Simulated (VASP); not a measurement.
Write the native input for VASP 6.6.1 that does the following.

| Item | Value |
| --- | --- |
| Task | single point |
| Functional | r2SCAN |
| Potentials or basis | VASP PAW PBE potentials, release 64 (Te, Pt) |
| Cutoff | 520 eV |
| k mesh | 12 × 12 × 8 |
| Occupations | gaussian, width 0.1 eV |
| Spin | no spin polarisation |
| Dipole correction | no |
| Further INCAR settings | ALGO = Normal; EDIFF = 1e-06; NBANDS = 24 |

Crystal: TePt.

```
Te Pt
1.0
     4.19448    0.00000    0.00000
    -2.09724    3.63252    0.00000
     0.00000    0.00000    5.58239
Te Pt
2 2
Direct
  0.33333 0.66667 0.25000
  0.66667 0.33333 0.75000
  0.00000 0.00000 0.00000
  0.00000 0.00000 0.50000
```

These files were run (other wordings do the same):

POSCAR

```
TePt
1.0
    4.1944755341      0.0000000000      0.0000000000
   -2.0972377671      3.6325223681      0.0000000000
    0.0000000000      0.0000000000      5.5823886220
Te Pt
2 2
Direct
    0.3333333333      0.6666666667      0.2500000000
    0.6666666667      0.3333333333      0.7500000000
    0.0000000000      0.0000000000      0.0000000000
    0.0000000000      0.0000000000      0.5000000000
```

INCAR.step1

```
SYSTEM = TePt
  ALGO = Normal
  EDIFF = 1E-4
  ENCUT = 520
  GGA = PE
  ISMEAR = 0
  LASPH = .TRUE.
  LCHARG = .FALSE.
  LREAL = .FALSE.
  LWAVE = .TRUE.
  NBANDS = 24
  NELM = 100
  PREC = Accurate
  SIGMA = 0.1
```

INCAR.step2

```
SYSTEM = TePt
  ALGO = Normal
  EDIFF = 1E-6
  ENCUT = 520
  ISIF = 2
  ISMEAR = 0
  ISTART = 1
  LASPH = .TRUE.
  LCHARG = .FALSE.
  LMIXTAU = .TRUE.
  LREAL = .FALSE.
  LWAVE = .FALSE.
  METAGGA = R2SCAN
  NBANDS = 24
  NELM = 100
  PREC = Accurate
  SIGMA = 0.1
```

KPOINTS

```
k-points
0
G
  12 12 8
  0 0 0
```

Potentials or basis: VASP PAW PBE potentials, release 64 (Te, Pt).

Launch:

```sh
$ cat potpaw_PBE.64/Te/POTCAR potpaw_PBE.64/Pt/POTCAR > POTCAR
$ cp INCAR.step1 INCAR
$ mpirun -np 1 vasp_std > vasp.out
$ cp INCAR.step2 INCAR
$ mpirun -np 1 vasp_std > vasp.out
```

Results of the run:

The pressure is 4.0 GPa and the band gap on the k mesh is zero (bands 16 and 17 overlap by 1.33 eV).

Caveat: the cell stands under pressure; the PAW data sets were made with another functional, which shifts forces and pressure a little; spin-orbit coupling is left out, which moves the levels of the heavy elements.

It took 8.4 min on 1 thread of AMD EPYC 9R45 96-Core Processor (Zen 5) (shared host), peak memory 0.3 GiB.
